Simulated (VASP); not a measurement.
# CaSe (P6_3/mmc) in VASP: settings compared

Aim: see how the results for CaSe move with the level of theory and the settings. Levels: PBE, r2SCAN. Tasks: single point.

All numbers are computed with VASP 6.6.1; they aren't measurements. Logs are shortened: lines on timing, memory, paths and dates and some standing lists are left out, and cuts for length are marked.

### Step 1. The cell of the first run

It takes space group P6_3/mmc (No. 194, hexagonal). The conventional cell has a = 5.006 Å, b = 5.006 Å, c = 5.876 Å, α = 90.00°, β = 90.00°, γ = 120.00°. Ca (site symmetry -6m2) has 5 Se at 2.89 to 2.94 Å within 3.8 Å. Within 3.8 Å of Se (site symmetry -6m2) lie 5 Ca at 2.89 to 2.94 Å.

### Step 2. Single point, PBE

File INCAR:

```
SYSTEM = CaSe
PREC = Accurate ; ENCUT = 520
EDIFF = 1E-7 ; ISMEAR = 0
SIGMA = 0.01 ; LREAL = .False.
LASPH = .True. ; NELM = 80
ALGO = Normal ; ISIF = 2
LWAVE = .False. ; LCHARG = .True.
GGA = PE ; LELF = .True.
LVHAR = .True. ; NBANDS = 24
```

File KPOINTS:

```
Automatic mesh
0
Gamma
  6 6 4
  0 0 0
```

File POSCAR:

```
CaSe
1.0
    5.0056779917      0.0000000000      0.0000000000
   -2.5028389959      4.3350443040      0.0000000000
    0.0000000000      0.0000000000      5.8755389731
Ca Se
2 2
Direct
    0.3333333333      0.6666666667      0.2500000000
    0.6666666667      0.3333333333      0.7500000000
    0.6666666667      0.3333333333      0.2500000000
    0.3333333333      0.6666666667      0.7500000000
```

Potentials or basis: VASP PAW PBE potentials, release 64 (Ca_sv, Se).

Launch:

```
$ cat potpaw_PBE.64/Ca_sv/POTCAR potpaw_PBE.64/Se/POTCAR > POTCAR
$ mpirun -np 1 vasp_std > vasp.out
```

OUTCAR:

```text
SYSTEM = CaSe
   PREC = Accurate
   ENCUT = 520
   EDIFF = 1E-7
   ISMEAR = 0
   LREAL = .False.
   LASPH = .True.
   NELM = 80
   ISIF = 2
   GGA = PE

 ion  position               nearest neighbor table
   1  0.333  0.667  0.250-   3 2.89   3 2.89   3 2.89   4 2.94   4 2.94
   2  0.667  0.333  0.750-   4 2.89   4 2.89   4 2.89   3 2.94   3 2.94
   3  0.667  0.333  0.250-   1 2.89   1 2.89   1 2.89   2 2.94   2 2.94
   4  0.333  0.667  0.750-   2 2.89   2 2.89   2 2.89   1 2.94   1 2.94

  LATTYP: Found a hexagonal cell.
 ALAT       =     5.0056779917
 C/A-ratio  =     1.1737748578

  Lattice vectors:

 A1 = (   5.0056779917,   0.0000000000,   0.0000000000)
 A2 = (  -2.5028389959,   4.3350443040,   0.0000000000)
 A3 = (   0.0000000000,   0.0000000000,   5.8755389731)

Analysis of symmetry for initial positions (statically):
=====================================================================
 Subroutine PRICEL returns:
 Original cell was already a primitive cell.

 Routine SETGRP: Setting up the symmetry group for a
 hexagonal supercell.

 Subroutine GETGRP returns: Found 24 space group operations
 (whereof 12 operations were pure point group operations)
 out of a pool of 24 trial point group operations.

The static configuration has the point symmetry D_3d.
 The point group associated with its full space group is D_6h.

Analysis of symmetry for dynamics (positions and initial velocities):
=====================================================================
 Subroutine PRICEL returns:
 Original cell was already a primitive cell.

 Routine SETGRP: Setting up the symmetry group for a
 hexagonal supercell.

 Subroutine GETGRP returns: Found 24 space group operations
 (whereof 12 operations were pure point group operations)
 out of a pool of 24 trial point group operations.

The dynamic configuration has the point symmetry D_3d.
 The point group associated with its full space group is D_6h.

 Subroutine INISYM returns: Found 24 space group operations
 (whereof 12 operations are pure point group operations),
 and found     1 'primitive' translations

----------------------------------------------------------------------------------------

                                     Primitive cell

  volume of cell :     127.4982

  direct lattice vectors                    reciprocal lattice vectors
     5.005677992  0.000000000  0.000000000     0.199773138  0.115339075  0.000000000
    -2.502838996  4.335044304  0.000000000     0.000000000  0.230678150  0.000000000
     0.000000000  0.000000000  5.875538973     0.000000000  0.000000000  0.170197152

  length of vectors
     5.005677992  5.005677992  5.875538973     0.230678150  0.230678150  0.170197152

  position of ions in fractional coordinates (direct lattice)
     0.333333333  0.666666667  0.250000000
     0.666666667  0.333333333  0.750000000
     0.666666667  0.333333333  0.250000000
     0.333333333  0.666666667  0.750000000

  ion indices of the primitive-cell ions
   primitive index   ion index
                 1           1
                 2           2
                 3           3
                 4           4

----------------------------------------------------------------------------------------

 KPOINTS: Automatic mesh

Automatic generation of k-mesh.
 Grid dimensions read from file:
 generate k-points for:    6    6    4

 Generating k-lattice:

  Cartesian coordinates                     Fractional coordinates (reciprocal lattice)
     0.033295523  0.019223179  0.000000000     0.166666667  0.000000000  0.000000000
     0.000000000  0.038446358  0.000000000     0.000000000  0.166666667  0.000000000
     0.000000000  0.000000000  0.042549288     0.000000000  0.000000000  0.250000000

  Length of vectors
     0.038446358  0.038446358  0.042549288

  Shift w.r.t. Gamma in fractional coordinates (k-lattice)
     0.000000000  0.000000000  0.000000000

 Subroutine IBZKPT returns following result:
 ===========================================

 Found     21 irreducible k-points:

 Following reciprocal coordinates:
            Coordinates               Weight
  0.000000  0.000000  0.000000      1.000000
  0.166667  0.000000  0.000000      6.000000
  0.333333  0.000000  0.000000      6.000000
  0.500000  0.000000  0.000000      3.000000
  0.166667  0.166667  0.000000      6.000000
  0.333333  0.166667  0.000000     12.000000
[... 13 lines left out ...]
  0.333333  0.166667  0.500000     12.000000
  0.333333  0.333333  0.500000      2.000000
   k-points           NKPTS =     21   k-points in BZ     NKDIM =     21   number of bands    NBANDS=     24
   number of dos      NEDOS =    301   number of ions     NIONS =      4
   total plane-waves  NPLWV =  76800
   dimension x,y,z NGX =    40 NGY =   40 NGZ =   48
   dimension x,y,z NGXF=    80 NGYF=   80 NGZF=   96
   ions per type =               2   2
   NGX,Y,Z   is equivalent  to a cutoff of  13.28, 13.28, 13.58 a.u.
   NGXF,Y,Z  is equivalent  to a cutoff of  26.57, 26.57, 27.16 a.u.
 SYSTEM =  CaSe
   PREC   = accura    normal or accurate (medium, high low for compatibility)
   ISTART =      0    job   : 0-new  1-cont  2-samecut
   ICHARG =      2    charge: 1-file 2-atom 10-const
   ISPIN  =      1    spin polarized calculation?
   LNONCOLLINEAR =      F non collinear calculations
   LSORBIT =      F    spin-orbit coupling
   LASPH  =      T    aspherical Exc in radial PAW
   ENCUT  =  520.0 eV  38.22 Ry    6.18 a.u.   9.31  9.31 10.92*2*pi/ulx,y,z
   NELM   =     80;   NELMIN=  2; NELMDL= -5     # of ELM steps
   EDIFF  = 0.1E-06   stopping-criterion for ELM
   LREAL  =      F    real-space projection
   EDIFFG = 0.1E-05   stopping-criterion for IOM
   NSW    =      0    number of steps for IOM
   IBRION =     -1    ionic relax: 0-MD 1-quasi-New 2-CG
   NFREE  =      0    steps in history (QN), initial steepest desc. (CG)
   ISIF   =      2    stress and relaxation
   ISYM   =      2    0-nonsym 1-usesym 2-fastsym
   POTIM  = 0.5000    time-step for ionic-motion
   TEBEG  =    0.0;   TEEND  =   0.0 temperature during run
   PSTRESS=    0.0 pullay stress
   NELECT =      32.0000    total number of electrons
   NUPDOWN=      -1.0000    fix difference up-down
   EMIN   =  10.00;   EMAX   =-10.00  energy-range for DOS
   EFERMI =   0.00;   METHOD = LEGACY
   ISMEAR =     0;   SIGMA  =   0.01  broadening in eV -4-tet -1-fermi 0-gaus
   EFERMI_NEDOS =   21; number of points for ismear=-14 and -15
   IALGO  =     38    algorithm
   IMIX   =      4    mixing-type and parameters
     AMIX     =   0.40;   BMIX     =  1.00
     AMIX_MAG =   1.60;   BMIX_MAG =  1.00
  volume/ion in A,a.u.               =      31.87       215.10
  Fermi-wavevector in a.u.,A,eV,Ry     =   1.032659  1.951442 14.509032  1.066384
  Thomas-Fermi vector in A             =   2.166867
   LORBIT       =      0    0 simple, 1 ext, 2 COOP (PROOUT), +10 PAW based schemes
   GGA     = PE    functional components
   LHFCALC =     F    Hartree Fock is set to
   AEXX    =    0.0000 exact exchange contribution
   IVDW    =     0    specifies the selected vdW correction
   LEPSILON=     F    determine dielectric tensor
   LRPA    =     F    only Hartree local field effects (RPA)
 non-spin polarized calculation
 Gauss-broadening in eV      SIGMA  =   0.01
  energy-cutoff  :      520.00
  volume of cell :      127.50
 maximum number of plane-waves:      3460
 NGX is ok and might be reduce to    40
   NGX = 19   NGY = 19   NGZ = 21

 number of electron      32.0000003 magnetization

 Free energy of the ion-electron system (eV)
  ---------------------------------------------------
  ext. energy  EPLUGINS =         0.00000000
  ---------------------------------------------------
  free energy    TOTEN  =       -18.49987314 eV

  energy without entropy =      -18.49987314  energy(sigma->0) =      -18.49987314

 E-fermi :   1.2415     XC(G=0):  -8.0258

 val. band max:        1.1845595091   @ k =   0.0000   0.0000   0.0000
 cond. band min:       3.6284558184   @ k =   0.3333   0.3333   0.0000
 fundamental gap:      2.4438963093
 Fermi energy:         1.2415012607

 k-point     1 :       0.0000    0.0000    0.0000
  band No.  band energies     occupation
      1     -38.7112      2.00000
      2     -38.7029      2.00000
      3     -19.7618      2.00000
      4     -19.7618      2.00000
      5     -19.7556      2.00000
      6     -19.7330      2.00000
[... 16 lines left out ...]
     23       6.4691      0.00000
     24       7.1058      0.00000

 k-point     2 :       0.1667    0.0000    0.0000
  band No.  band energies     occupation
      1     -38.7106      2.00000
      2     -38.7033      2.00000
      3     -19.7660      2.00000
      4     -19.7639      2.00000
      5     -19.7510      2.00000
      6     -19.7396      2.00000
[... 16 lines left out ...]
     23       6.5048      0.00000
     24       6.6516      0.00000

 k-point     3 :       0.3333    0.0000    0.0000
  band No.  band energies     occupation
      1     -38.7092      2.00000
      2     -38.7043      2.00000
      3     -19.7742      2.00000
      4     -19.7679      2.00000
      5     -19.7529      2.00000
      6     -19.7392      2.00000
[... 16 lines left out ...]
     23       6.2863      0.00000
     24       6.6658      0.00000

 k-point     4 :       0.5000    0.0000    0.0000
  band No.  band energies     occupation
      1     -38.7080      2.00000
      2     -38.7053      2.00000
      3     -19.7782      2.00000
      4     -19.7697      2.00000
      5     -19.7597      2.00000
      6     -19.7323      2.00000
[... 16 lines left out ...]
     23       6.4719      0.00000
     24       6.6619      0.00000

 k-point     5 :       0.1667    0.1667    0.0000
  band No.  band energies     occupation
      1     -38.7096      2.00000
      2     -38.7040      2.00000
      3     -19.7705      2.00000
      4     -19.7685      2.00000
      5     -19.7492      2.00000
      6     -19.7427      2.00000
[... 16 lines left out ...]
     23       6.4453      0.00000
     24       6.4715      0.00000

 k-point     6 :       0.3333    0.1667    0.0000
  band No.  band energies     occupation
      1     -38.7080      2.00000
      2     -38.7053      2.00000
      3     -19.7758      2.00000
      4     -19.7711      2.00000
      5     -19.7599      2.00000
      6     -19.7332      2.00000
[... 16 lines left out ...]
     23       6.5306      0.00000
     24       6.5811      0.00000
[... 298 lines left out ...]
 k-point    18 :       0.5000    0.0000    0.5000
  band No.  band energies     occupation
      1     -38.7066      2.00000
      2     -38.7066      2.00000
      3     -19.7937      2.00000
      4     -19.7937      2.00000
      5     -19.7509      2.00000
      6     -19.7509      2.00000
[... 16 lines left out ...]
     23       6.4727      0.00000
     24       6.4727      0.00000

 k-point    19 :       0.1667    0.1667    0.5000
  band No.  band energies     occupation
      1     -38.7068      2.00000
      2     -38.7068      2.00000
      3     -19.7799      2.00000
      4     -19.7799      2.00000
      5     -19.7503      2.00000
      6     -19.7503      2.00000
[... 16 lines left out ...]
     23       6.5341      0.00000
     24       6.5341      0.00000

 k-point    20 :       0.3333    0.1667    0.5000
  band No.  band energies     occupation
      1     -38.7066      2.00000
      2     -38.7066      2.00000
      3     -19.7925      2.00000
      4     -19.7925      2.00000
      5     -19.7527      2.00000
      6     -19.7527      2.00000
[... 16 lines left out ...]
     23       6.6435      0.00000
     24       6.6435      0.00000

 k-point    21 :       0.3333    0.3333    0.5000
  band No.  band energies     occupation
      1     -38.7066      2.00000
      2     -38.7066      2.00000
      3     -19.7952      2.00000
      4     -19.7952      2.00000
      5     -19.7550      2.00000
      6     -19.7550      2.00000
[... 16 lines left out ...]
     23       6.7440      0.00000
     24       6.7440      0.00000

------------------------ aborting loop because EDIFF is reached ----------------------------------------

  FORCE on cell =-STRESS in cart. coord.  units (eV):
  Direction    XX          YY          ZZ          XY          YZ          ZX
  --------------------------------------------------------------------------------------
  -------------------------------------------------------------------------------------
  Total        0.4905385      0.4905385      0.4969109     -0.0000000      0.0000000      0.0000000
  in kB        6.1642400      6.1642400      6.2443168     -0.0000000      0.0000000      0.0000000
  external PRESSURE =       6.1909323 kB  Pullay stress =       0.0000000 kB

 VOLUME and BASIS-vectors are now :
 -----------------------------------------------------------------------------
  energy-cutoff  :      520.00
  volume of cell :      127.50
      direct lattice vectors                 reciprocal lattice vectors
     5.005677992  0.000000000  0.000000000     0.199773138  0.115339075  0.000000000
    -2.502838996  4.335044304  0.000000000     0.000000000  0.230678150  0.000000000
     0.000000000  0.000000000  5.875538973     0.000000000  0.000000000  0.170197152

 POSITION                                       TOTAL-FORCE (eV/Angst)
 -----------------------------------------------------------------------------------
     -0.00000      2.89003      1.46888        -0.000000      0.000000      0.000000
      2.50284      1.44501      4.40665         0.000000     -0.000000      0.000000
      2.50284      1.44501      1.46888        -0.000000      0.000000      0.000000
     -0.00000      2.89003      4.40665        -0.000000     -0.000000     -0.000000
 -----------------------------------------------------------------------------------
    total drift:                               -0.000000     -0.000000     -0.000000

  FREE ENERGIE OF THE ION-ELECTRON SYSTEM (eV)
  ---------------------------------------------------
  free  energy   TOTEN  =       -18.4998731366 eV

  energy  without entropy=      -18.4998731366  energy(sigma->0) =      -18.49987314
```

Run time: 63 s. Hardware: 1 thread of AMD EPYC 7R13 (Zen 3), shared host; peak memory 0.25 GiB.

What came out:

* Free energy: -18.4999 eV
* Pressure: 0.6 GPa
* Band gap on the k mesh: 2.44 eV (least direct gap 2.57 eV)

Levels at points of the mesh, in eV from the valence-band top:
| k point | band 13 | band 14 | band 15 | band 16 | band 17 | band 18 | band 19 | band 20 |
| --- | --- | --- | --- | --- | --- | --- | --- | --- |
| (0.00, 0.00, 0.00) | -1.56 | -1.06 | -1.06 | 0.00 | 2.57 | 3.55 | 3.55 | 4.35 |
| (0.50, 0.00, 0.00) | -1.58 | -1.46 | -1.01 | -0.51 | 3.04 | 3.28 | 3.71 | 4.53 |
| (0.00, 0.00, 0.50) | -1.40 | -1.40 | -1.40 | -1.40 | 3.76 | 3.76 | 4.96 | 4.96 |
| (0.50, 0.00, 0.50) | -1.23 | -1.23 | -1.06 | -1.06 | 3.60 | 3.60 | 4.65 | 4.65 |

### Step 3. Single point, r2SCAN

POSCAR is that of step 2.

File INCAR.step1:

```
ALGO = Normal
EDIFF = 1E-4
ENCUT = 520
GGA = PE
ISMEAR = 0
LASPH = True
LCHARG = False
LREAL = False
LWAVE = True
NBANDS = 24
NELM = 80
PREC = Accurate
SIGMA = 0.01
```

File INCAR.step2:

```
ALGO = Normal
EDIFF = 1E-6
ENCUT = 520
ISIF = 2
ISMEAR = 0
ISTART = 1
LASPH = True
LCHARG = True
LELF = True
LMIXTAU = True
LREAL = False
LVHAR = True
LWAVE = False
METAGGA = R2SCAN
NBANDS = 24
NELM = 80
PREC = Accurate
SIGMA = 0.01
```

File KPOINTS:

```
k-points
0
Gamma
  6 6 4
```

Potentials or basis: VASP PAW PBE potentials, release 64 (Ca_sv, Se).

Launch:

```
$ cat potpaw_PBE.64/Ca_sv/POTCAR potpaw_PBE.64/Se/POTCAR > POTCAR
$ cp INCAR.step1 INCAR
$ mpirun -np 1 vasp_std > vasp.out
$ cp INCAR.step2 INCAR
$ mpirun -np 1 vasp_std > vasp.out
```

It took 3.8 min on 1 thread of AMD EPYC 7R13 (Zen 3), shared host; peak memory 0.28 GiB.

Results (log left out):

```yaml
Free_energy: -51.3634 eV
Pressure: 0.2 GPa
Band_gap_on_the_k_mesh: 2.89 eV (least direct gap 3.04 eV)
```

Levels at points of the mesh, in eV from the valence-band top:
```tsv
k point	band 12	band 13	band 14	band 15	band 16	band 17	band 18	band 19	band 20	band 21
(0.00, 0.00, 0.00)	-1.57	-1.57	-1.07	-1.07	0.00	3.04	4.09	4.09	4.94	5.55
(0.50, 0.00, 0.00)	-1.64	-1.59	-1.44	-0.99	-0.52	3.54	3.70	4.16	5.11	5.13
(0.00, 0.00, 0.50)	-1.93	-1.40	-1.40	-1.40	-1.40	4.23	4.23	5.56	5.56	5.56
(0.50, 0.00, 0.50)	-2.66	-1.24	-1.24	-1.06	-1.06	4.04	4.04	5.22	5.22	5.81
```

Caveat: the PAW data sets were made with another functional, which shifts forces and pressure a little.
